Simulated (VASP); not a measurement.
Here is a VASP 6.6.1 calculation.

The input POSCAR:

```
YZn
1.0
    0.0000000000      2.9629870000      2.9629870000
    2.9629870000      0.0000000000      2.9629870000
    2.9629870000      2.9629870000      0.0000000000
Y Zn
1 1
Direct
    0.0000000000      0.0000000000      0.0000000000
    0.5000000000      0.5000000000      0.5000000000
```

INCAR.step1

```
PREC     = Accurate       # precision mode
ENCUT    = 550            # plane-wave cutoff, eV
ISMEAR   = -1             # smearing method
SIGMA    = 0.05           # smearing width, eV
LREAL    = False          # projectors in reciprocal space
LASPH    = True           # aspherical terms in the spheres
NELM     = 120            # most SCF steps
GGA      = PE             # functional
ALGO     = Normal         # electronic algorithm
EDIFF    = 1E-5           # SCF threshold, eV
LWAVE    = True           # write WAVECAR
LCHARG   = False          # write CHGCAR
GGA_COMPAT= False        
IBRION   = 2              # ionic algorithm
ISIF     = 3              # what is computed and relaxed
EDIFFG   = -0.005         # ionic threshold
NELMIN   = 4            
NSW      = 100            # ionic steps
```

INCAR.step2

```
PREC     = Accurate       # precision mode
ENCUT    = 550            # plane-wave cutoff, eV
EDIFF    = 1E-7           # SCF threshold, eV
ISMEAR   = -1             # smearing method
SIGMA    = 0.05           # smearing width, eV
LREAL    = False          # projectors in reciprocal space
LASPH    = True           # aspherical terms in the spheres
NELM     = 120            # most SCF steps
ALGO     = Normal         # electronic algorithm
ISIF     = 3              # what is computed and relaxed
LWAVE    = False          # write WAVECAR
LCHARG   = False          # write CHGCAR
METAGGA  = R2SCAN         # meta-GGA
LMIXTAU  = True         
IBRION   = 2              # ionic algorithm
NSW      = 60             # ionic steps
EDIFFG   = -0.01          # ionic threshold
PSTRESS  = 80.0         
ISTART   = 1            
GGA_COMPAT= False        
NELMIN   = 4
```

KPOINTS

```
regular mesh
0
Gamma
  8 8 8
```

Potentials or basis: VASP PAW PBE potentials, release 64 (Y_sv, Zn).

Launch:

```bash
$ cat potpaw_PBE.64/Y_sv/POTCAR potpaw_PBE.64/Zn/POTCAR > POTCAR
$ cp INCAR.step1 INCAR
$ mpirun -np 1 vasp_std > vasp.out
$ cp INCAR.step2 INCAR
$ mpirun -np 1 vasp_std > vasp.out
```

(1) What does it give for the relaxed volume?

(2) What does it give for the space group after relaxing (to 0.1 Å)?

(3) Predict the relaxed cell.

## Answers

(1) 22.90 Å³/atom.

(2) Fm-3m (No. 225).

(3) a = 4.016 Å, b = 4.016 Å, c = 4.016 Å, α = 60.00°, β = 60.00°, γ = 60.00°.

Caveat: the cell is relaxed towards a set pressure, so the run minimises the enthalpy, not the energy; the PAW data sets were made with another functional, which shifts forces and pressure a little.
